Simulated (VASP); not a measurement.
# HfO3 (Pm-3m) in VASP: relaxation of cell and atoms with PBE

Aim: the relaxation of cell and atoms of HfO3 with PBE.

All numbers are computed with VASP 6.6.1; they aren't measurements. Logs are shortened: lines on timing, memory, paths and dates and some standing lists are left out, and cuts for length are marked.

## (1) The cell of the first run

Symmetry: Pm-3m, No. 221, cubic system. The conventional cell has a = 3.324 Å, b = 3.324 Å, c = 3.324 Å, α = 90.00°, β = 90.00°, γ = 90.00°. Within 3.1 Å of Hf (site symmetry m-3m) lie 12 O at 2.35 Å. O (site symmetry 4/mmm) has 4 Hf at 2.35 Å and 8 O at 2.35 Å within 3.1 Å.

## (2) Relaxation of cell and atoms, PBE

File INCAR:

```
SYSTEM = HfO3
PREC = Accurate ; ENCUT = 600
EDIFF = 1E-6 ; ISMEAR = 0
SIGMA = 0.1 ; LREAL = .False.
LASPH = .True. ; NELM = 80
ALGO = Normal ; ISIF = 3
LWAVE = .False. ; LCHARG = .False.
GGA = PE ; IBRION = 2
NSW = 100 ; EDIFFG = -0.01
```

File KPOINTS:

```
Automatic mesh
0
Gamma
  14 14 14
  0 0 0
```

File POSCAR:

```
HfO3
1.0
    3.3235951959      0.0000000000      0.0000000000
    0.0000000000      3.3235951959      0.0000000000
    0.0000000000      0.0000000000      3.3235951959
Hf O
1 3
Direct
    0.0000000000      0.0000000000      0.0000000000
    0.0000000000      0.5000000000      0.5000000000
    0.5000000000      0.0000000000      0.5000000000
    0.5000000000      0.5000000000      0.0000000000
```

Potentials or basis: VASP PAW PBE potentials, release 64 (Hf_pv, O).

Launch:

```console
$ cat potpaw_PBE.64/Hf_pv/POTCAR potpaw_PBE.64/O/POTCAR > POTCAR
$ mpirun -np 1 vasp_std > vasp.out
```

OUTCAR:

```text
SYSTEM = HfO3
   PREC = Accurate
   ENCUT = 600
   EDIFF = 1E-6
   ISMEAR = 0
   LREAL = .False.
   LASPH = .True.
   NELM = 80
   ISIF = 3
   GGA = PE
   IBRION = 2
   NSW = 100
   EDIFFG = -0.01

 ion  position               nearest neighbor table
   1  0.000  0.000  0.000-   2 2.35   3 2.35   4 2.35   2 2.35   3 2.35   2 2.35   4 2.35   2 2.35
                             3 2.35   4 2.35   3 2.35   4 2.35
   2  0.000  0.500  0.500-   1 2.35   1 2.35   1 2.35   1 2.35
   3  0.500  0.000  0.500-   1 2.35   1 2.35   1 2.35   1 2.35
   4  0.500  0.500  0.000-   1 2.35   1 2.35   1 2.35   1 2.35

  LATTYP: Found a simple cubic cell.
 ALAT       =     3.3235951959

  Lattice vectors:

 A1 = (   3.3235951959,   0.0000000000,   0.0000000000)
 A2 = (   0.0000000000,   3.3235951959,   0.0000000000)
 A3 = (   0.0000000000,   0.0000000000,   3.3235951959)

Analysis of symmetry for initial positions (statically):
=====================================================================
 Subroutine PRICEL returns:
 Original cell was already a primitive cell.

 Routine SETGRP: Setting up the symmetry group for a
 simple cubic supercell.

 Subroutine GETGRP returns: Found 48 space group operations
[... 9 lines left out ...]

 Routine SETGRP: Setting up the symmetry group for a
 simple cubic supercell.

 Subroutine GETGRP returns: Found 48 space group operations
[... 11 lines left out ...]
                                     Primitive cell

  volume of cell :      36.7134

  direct lattice vectors                    reciprocal lattice vectors
     3.323595196  0.000000000  0.000000000     0.300879000  0.000000000  0.000000000
     0.000000000  3.323595196  0.000000000     0.000000000  0.300879000  0.000000000
     0.000000000  0.000000000  3.323595196     0.000000000  0.000000000  0.300879000

  length of vectors
     3.323595196  3.323595196  3.323595196     0.300879000  0.300879000  0.300879000

  position of ions in fractional coordinates (direct lattice)
     0.000000000  0.000000000  0.000000000
     0.000000000  0.500000000  0.500000000
     0.500000000  0.000000000  0.500000000
     0.500000000  0.500000000  0.000000000

  ion indices of the primitive-cell ions
   primitive index   ion index
                 1           1
                 2           2
[... 77 lines left out ...]
   NSW    =    100    number of steps for IOM
   IBRION =      2    ionic relax: 0-MD 1-quasi-New 2-CG
   NFREE  =      1    steps in history (QN), initial steepest desc. (CG)
   ISIF   =      3    stress and relaxation
   ISYM   =      2    0-nonsym 1-usesym 2-fastsym
   POTIM  = 0.5000    time-step for ionic-motion
   TEBEG  =    0.0;   TEEND  =   0.0 temperature during run
   PSTRESS=    0.0 pullay stress
   NELECT =      28.0000    total number of electrons
   NUPDOWN=      -1.0000    fix difference up-down
   EMIN   =  10.00;   EMAX   =-10.00  energy-range for DOS
   EFERMI =   0.00;   METHOD = LEGACY
   ISMEAR =     0;   SIGMA  =   0.10  broadening in eV -4-tet -1-fermi 0-gaus
   EFERMI_NEDOS =   21; number of points for ismear=-14 and -15
   IALGO  =     38    algorithm
   IMIX   =      4    mixing-type and parameters
     AMIX     =   0.40;   BMIX     =  1.00
     AMIX_MAG =   1.60;   BMIX_MAG =  1.00
  volume/ion in A,a.u.               =       9.18        61.94
  Fermi-wavevector in a.u.,A,eV,Ry     =   1.495728  2.826517 30.438998  2.237203
  Thomas-Fermi vector in A             =   2.607836
   LORBIT       =      0    0 simple, 1 ext, 2 COOP (PROOUT), +10 PAW based schemes
   GGA     = PE    functional components
   LHFCALC =     F    Hartree Fock is set to
   AEXX    =    0.0000 exact exchange contribution
   IVDW    =     0    specifies the selected vdW correction
   LEPSILON=     F    determine dielectric tensor
   LRPA    =     F    only Hartree local field effects (RPA)
 conjugate gradient relaxation of ions
 non-spin polarized calculation
 Gauss-broadening in eV      SIGMA  =   0.10
  energy-cutoff  :      600.00
  volume of cell :       36.71
 maximum number of plane-waves:      1250
 NGX is ok and might be reduce to    28
   NGX = 13   NGY = 13   NGZ = 13

--------------------------------------- Ionic step        1  -------------------------------------------

 number of electron      28.0000018 magnetization

 Free energy of the ion-electron system (eV)
  ---------------------------------------------------
  ext. energy  EPLUGINS =         0.00000000
  ---------------------------------------------------
  free energy    TOTEN  =       -30.96397607 eV

  energy without entropy =      -30.94858267  energy(sigma->0) =      -30.95627937

------------------------ aborting loop because EDIFF is reached ----------------------------------------

  FORCE on cell =-STRESS in cart. coord.  units (eV):
  Direction    XX          YY          ZZ          XY          YZ          ZX
  --------------------------------------------------------------------------------------
  -------------------------------------------------------------------------------------
  Total       -0.8184571     -0.8184571     -0.8184571      0.0000000      0.0000000      0.0000000
  in kB      -35.7175907    -35.7175907    -35.7175907      0.0000000      0.0000000      0.0000000
  external PRESSURE =     -35.7175907 kB  Pullay stress =       0.0000000 kB
[... 63 lines left out ...]
--------------------------------------- Ionic step        3  -------------------------------------------

 number of electron      28.0000021 magnetization

 Free energy of the ion-electron system (eV)
  ---------------------------------------------------
  ext. energy  EPLUGINS =         0.00000000
  ---------------------------------------------------
  free energy    TOTEN  =       -30.97015220 eV

  energy without entropy =      -30.95512235  energy(sigma->0) =      -30.96263728

 E-fermi :   5.7059     XC(G=0): -12.7769

 val. band max:        5.6951339388   @ k =   0.5000   0.3571   0.2857
 cond. band min:       5.7139723635   @ k =   0.2143   0.0714   0.0000
 fundamental gap:      0.0188384247
 Fermi energy:         5.7058987276

 k-point     1 :       0.0000    0.0000    0.0000
  band No.  band energies     occupation
      1     -25.2952      2.00000
      2     -25.2952      2.00000
      3     -25.2952      2.00000
      4     -14.9071      2.00000
      5     -10.8103      2.00000
      6     -10.8103      2.00000
[... 481 lines left out ...]
      5     -11.7105      2.00000
      6     -10.9709      2.00000
[... 10 lines left out ...]
     17      10.5669      0.00000
     18      11.1370      0.00000

 [... further k-points ...]

------------------------ aborting loop because EDIFF is reached ----------------------------------------

  FORCE on cell =-STRESS in cart. coord.  units (eV):
  Direction    XX          YY          ZZ          XY          YZ          ZX
  --------------------------------------------------------------------------------------
  -------------------------------------------------------------------------------------
  Total       -0.0014165     -0.0014165     -0.0014165      0.0000000      0.0000000      0.0000000
  in kB       -0.0627476     -0.0627476     -0.0627476      0.0000000      0.0000000      0.0000000
  external PRESSURE =      -0.0627476 kB  Pullay stress =       0.0000000 kB
[... 19 lines left out ...]
  FREE ENERGIE OF THE ION-ELECTRON SYSTEM (eV)
  ---------------------------------------------------
  free  energy   TOTEN  =       -30.9701521974 eV

  energy  without entropy=      -30.9551223535  energy(sigma->0) =      -30.96263728

 reached required accuracy - stopping structural energy minimisation
```

It took 80 s on 1 thread of AMD EPYC 9R45 (Zen 5), shared host; peak memory 0.21 GiB.

Results:

| Property | Result |
| --- | --- |
| Free energy | -30.9702 eV |
| Relaxed volume | 9.04 Å³/atom |
| Relaxed cell | a = 3.307 Å, b = 3.307 Å, c = 3.307 Å, α = 90.00°, β = 90.00°, γ = 90.00° |
| Space group after relaxing (to 0.05 Å) | Pm-3m (No. 221) |
| Energy gained by relaxing | 1.5 meV/atom |
| Ionic steps | 3 |
| Pressure after relaxing | 0.0 GPa |
| Band gap on the k mesh | zero (band 14 reaches 6.33 eV, above the bottom of band 15 at 5.21 eV) |

Step by step:
| step | energy change (eV) | largest force (eV/Å) | pressure (GPa) | volume (Å³) |
| --- | --- | --- | --- | --- |
| 1 | 0.0000 | 0.0000 | -3.57 | 36.71 |
| 2 | 0.0000 | 0.0000 | 3.77 | 35.64 |
| 3 | -0.0062 | 0.0000 | -0.01 | 36.17 |

Final structure:
```
CELL_PARAMETERS angstrom
3.30706 0.00000 0.00000
0.00000 3.30706 0.00000
0.00000 0.00000 3.30706
ATOMIC_POSITIONS crystal
Hf 0.00000 0.00000 0.00000
O 0.00000 0.50000 0.50000
O 0.50000 0.00000 0.50000
O 0.50000 0.50000 0.00000
```

Caveat: spin-orbit coupling is left out, which moves the levels of the heavy elements.
